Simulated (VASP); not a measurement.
# Rh (P-1) in VASP: single point with b88 exchange, pbe correlation

Aim: the single point of Rh with b88 exchange, pbe correlation.

Program: VASP 6.6.1. These are calculated values, not measurements. Logs are shortened: lines on timing, memory, paths and dates and some standing lists are left out, and cuts for length are marked.

## 1. The cell of the first run

The typed cell holds 1 atom: a = 2.610 Å, b = 2.723 Å, c = 2.771 Å, α = 58.73°, β = 59.50°, γ = 59.37°.

## 2. Single point, b88 exchange, pbe correlation (the cell strained at random)

Input file POSCAR:

```
Rh
1.0
    0.0632250000      1.8514710000      1.8386600000
    1.9639680000      0.0151950000      1.8866900000
    1.9912060000      1.9267380000     -0.0120430000
Rh
1
Direct
   -0.0214810000     -0.0104820000      0.0226090000
```

Input file INCAR.step1:

```
SYSTEM = Rh
  PREC = Accurate
  ENCUT = 400
  EDIFF = 1E-6
  ISMEAR = -1
  SIGMA = 0.01
  LREAL = .FALSE.
  LASPH = .TRUE.
  NELM = 120
  ALGO = Normal
  ISIF = 2
  LWAVE = .FALSE.
  LCHARG = .TRUE.
  LMAXMIX = 4
  GGA = LIBXC
  LIBXC1 = GGA_X_B88
  LIBXC2 = GGA_C_PBE
  NBANDS = 14
  GGA_COMPAT = .FALSE.
  NEDOS = 2001
  LORBIT = 11
```

Input file KPOINTS.step1:

```
regular mesh
0
G
  9 9 9
  0 0 0
```

Input file INCAR.step2:

```
SYSTEM = Rh
  PREC = Accurate
  ENCUT = 400
  EDIFF = 1E-6
  ISMEAR = -5
  SIGMA = 0.01
  LREAL = .FALSE.
  LASPH = .TRUE.
  NELM = 120
  ALGO = Normal
  ISIF = 2
  LWAVE = .FALSE.
  LCHARG = .FALSE.
  LMAXMIX = 4
  GGA = LIBXC
  LIBXC1 = GGA_X_B88
  LIBXC2 = GGA_C_PBE
  LORBIT = 11
  NBANDS = 14
  NEDOS = 1001
  ICHARG = 11
  GGA_COMPAT = .FALSE.
```

Input file KPOINTS.step2:

```
regular mesh
0
G
  14 14 14
  0 0 0
```

Potentials or basis: VASP PAW PBE potentials, release 64 (Rh_pv).

Started as:

```console
$ cat potpaw_PBE.64/Rh_pv/POTCAR > POTCAR
$ cp INCAR.step1 INCAR
$ cp KPOINTS.step1 KPOINTS
$ mpirun -np 1 vasp_std > vasp.out
$ cp INCAR.step2 INCAR
$ cp KPOINTS.step2 KPOINTS
$ mpirun -np 1 vasp_std > vasp.out
```

OUTCAR:

```text
SYSTEM = Rh
   PREC = Accurate
   ENCUT = 400
   EDIFF = 1E-6
   ISMEAR = -5
   LREAL = .FALSE.
   LASPH = .TRUE.
   NELM = 120
   ISIF = 2
   GGA = LIBXC
   LORBIT = 11
   ICHARG = 11

 ion  position               nearest neighbor table
   1  0.979  0.990  0.023-

  LATTYP: Found a triclinic cell.
 ALAT       =     4.6721050536
 B/A-ratio  =     0.5767046912
 C/A-ratio  =     1.3619218084
 COS(alpha) =     0.0064785437
 COS(beta)  =     0.4654748605
 COS(gamma) =     0.8714452217

  Lattice vectors:

 A1 = (  -1.9552190000,  -1.9868100000,   3.7494360000)
 A2 = (  -0.0272380000,  -1.9115430000,   1.8987330000)
 A3 = (  -3.7654990000,   3.6124800000,   3.6413330000)

Analysis of symmetry for initial positions (statically):
=====================================================================
 Subroutine PRICEL returns:
 Original cell was already a primitive cell.

 Routine SETGRP: Setting up the symmetry group for a
 triclinic supercell.

 Subroutine GETGRP returns: Found  2 space group operations
 (whereof  1 operations were pure point group operations)
 out of a pool of  2 trial point group operations.

The static configuration has the point symmetry C_1 .
 The point group associated with its full space group is S_2 .

Analysis of symmetry for dynamics (positions and initial velocities):
=====================================================================
 Subroutine PRICEL returns:
 Original cell was already a primitive cell.

 Routine SETGRP: Setting up the symmetry group for a
 triclinic supercell.

 Subroutine GETGRP returns: Found  2 space group operations
 (whereof  1 operations were pure point group operations)
 out of a pool of  2 trial point group operations.

The dynamic configuration has the point symmetry C_1 .
 The point group associated with its full space group is S_2 .

 Subroutine INISYM returns: Found  2 space group operations
 (whereof  1 operations are pure point group operations),
 and found     1 'primitive' translations

----------------------------------------------------------------------------------------

                                     Primitive cell

  volume of cell :      13.6715

  direct lattice vectors                    reciprocal lattice vectors
     0.063225000  1.851471000  1.838660000    -0.265906761  0.276520108  0.274571152
     1.963968000  0.015195000  1.886690000     0.260755386 -0.267850364  0.260750178
     1.991206000  1.926738000 -0.012043000     0.253462837  0.255406301 -0.265901552

[... 96 lines left out ...]
   EMIN   =  10.00;   EMAX   =-10.00  energy-range for DOS
   EFERMI =   0.00;   METHOD = LEGACY
   ISMEAR =    -5;   SIGMA  =   0.01  broadening in eV -4-tet -1-fermi 0-gaus
   EFERMI_NEDOS =   21; number of points for ismear=-14 and -15
   IALGO  =     38    algorithm
   IMIX   =      4    mixing-type and parameters
     AMIX     =   0.40;   BMIX     =  1.00
     AMIX_MAG =   1.60;   BMIX_MAG =  1.00
  volume/ion in A,a.u.               =      13.67        92.26
  Fermi-wavevector in a.u.,A,eV,Ry     =   1.688496  3.190795 38.790462  2.851019
  Thomas-Fermi vector in A             =   2.770792
   LORBIT       =     11    0 simple, 1 ext, 2 COOP (PROOUT), +10 PAW based schemes
   GGA     = LIBXC    functional components
   LHFCALC =     F    Hartree Fock is set to
   AEXX    =    0.0000 exact exchange contribution
   IVDW    =     0    specifies the selected vdW correction
   LEPSILON=     F    determine dielectric tensor
   LRPA    =     F    only Hartree local field effects (RPA)
 non-spin polarized calculation
 Fermi weights with tetrahedron method with Bloechl corrections
  energy-cutoff  :      400.00
  volume of cell :       13.67
 maximum number of plane-waves:       262
 NGX is ok and might be reduce to    18

 number of electron      15.0000000 magnetization

 Free energy of the ion-electron system (eV)
  ---------------------------------------------------
  ext. energy  EPLUGINS =         0.00000000
  ---------------------------------------------------
  free energy    TOTEN  =        -7.10511391 eV

  energy without entropy =       -7.10511391  energy(sigma->0) =       -7.10511391

 E-fermi :  11.9384     XC(G=0): -14.0897

 val. band max:       12.3670247471   @ k =  -0.0000   0.5000   0.0000
 cond. band min:      11.8441789174   @ k =   0.3571  -0.1429   0.2143
 fundamental gap:     -0.5228458297
 Fermi energy:        11.9384234461

 k-point     1 :       0.0000    0.0000    0.0000
  band No.  band energies     occupation
      1     -34.4599      2.00000
      2     -34.4418      2.00000
      3     -34.4156      2.00000
      4       3.9764      2.00000
      5       8.4045      2.00000
      6       8.7773      2.00000
      7       9.3086      2.00000
      8      10.7294      2.00000
      9      11.2308      2.00000
     10      28.0042      0.00000
     11      32.3796      0.00000
     12      32.4085      0.00000
     13      33.4608      0.00000
     14      34.7341      0.00000
[... 377 lines left out ...]
      1     -34.5499      2.00000
      2     -34.4881      2.00000
      3     -34.4472      2.00000
      4       4.7056      2.00000
      5       8.4247      2.00000
      6       8.7217      2.00000
      7       9.5616      2.00000
      8      10.6986      2.00000
      9      11.0579      2.00000
     10      28.9578      0.00000
     11      31.1183      0.00000
     12      32.4109      0.00000
     13      32.7858      0.00000
     14      35.3195      0.00000

 [... further k-points ...]

------------------------ aborting loop because EDIFF is reached ----------------------------------------

  FORCE on cell =-STRESS in cart. coord.  units (eV):
  Direction    XX          YY          ZZ          XY          YZ          ZX
  --------------------------------------------------------------------------------------
  -------------------------------------------------------------------------------------
  Total        0.1964736      1.0351800      1.0330132     -0.8653253      0.7164716     -0.3779478
  in kB       23.0249757    121.3139507    121.0600277   -101.4084856     83.9641406    -44.2921444
  external PRESSURE =      88.4663181 kB  Pullay stress =       0.0000000 kB

 VOLUME and BASIS-vectors are now :
 -----------------------------------------------------------------------------
  energy-cutoff  :      400.00
  volume of cell :       13.67
      direct lattice vectors                 reciprocal lattice vectors
     0.063225000  1.851471000  1.838660000    -0.265906761  0.276520108  0.274571152
     1.963968000  0.015195000  1.886690000     0.260755386 -0.267850364  0.260750178
     1.991206000  1.926738000 -0.012043000     0.253462837  0.255406301 -0.265901552

 POSITION                                       TOTAL-FORCE (eV/Angst)
 -----------------------------------------------------------------------------------
      2.05027      1.87030      3.66581        -0.000000      0.000000     -0.000000
 -----------------------------------------------------------------------------------
    total drift:                               -0.000041     -0.000009     -0.000011

  FREE ENERGIE OF THE ION-ELECTRON SYSTEM (eV)
  ---------------------------------------------------
  free  energy   TOTEN  =        -7.1051139053 eV

  energy  without entropy=       -7.1051139053  energy(sigma->0) =       -7.10511391

 total charge

# of ion       s       p       d       tot
------------------------------------------
    1        0.413   6.303   7.094  13.810
```

OSZICAR.step1:

```text
N       E                     dE             d eps       ncg     rms          rms(c)
DAV:   1     0.994912651211E+02    0.99491E+02   -0.75348E+03 10300   0.958E+02
DAV:   2    -0.634213644261E+01   -0.10583E+03   -0.10132E+03 11486   0.301E+02
DAV:   3    -0.758421435447E+01   -0.12421E+01   -0.12407E+01 12434   0.363E+01
DAV:   4    -0.758872142320E+01   -0.45071E-02   -0.45069E-02 11444   0.224E+00
DAV:   5    -0.758875697671E+01   -0.35554E-04   -0.35554E-04 11978   0.174E-01    0.103E+01
DAV:   6    -0.711786555610E+01    0.47089E+00   -0.77168E-01 10664   0.122E+01    0.368E+00
DAV:   7    -0.710053489128E+01    0.17331E-01   -0.14162E-02 11852   0.147E+00    0.176E+00
DAV:   8    -0.709675785828E+01    0.37770E-02   -0.42500E-03 10694   0.883E-01    0.188E-01
DAV:   9    -0.709658098284E+01    0.17688E-03   -0.23058E-04 10712   0.212E-01    0.176E-02
DAV:  10    -0.709658546933E+01   -0.44865E-05   -0.26684E-06 11594   0.183E-02    0.444E-03
DAV:  11    -0.709658472519E+01    0.74414E-06   -0.33848E-07  5494   0.715E-03
   1 F= -.70965847E+01 E0= -.70962638E+01  d E =-.641930E-03
```

It took 82 s on 1 thread of AMD EPYC 7R13 (Zen 3), shared host; peak memory 0.24 GiB.

What came out:

```
Valence electrons inside the program's atomic spheres : Rh 13.81
```

Caveat: the cell differs from its parent crystal (the cell strained at random); the PAW data sets were made with another functional, which shifts forces and pressure a little; tetrahedron occupations give inexact forces and stress in metals.
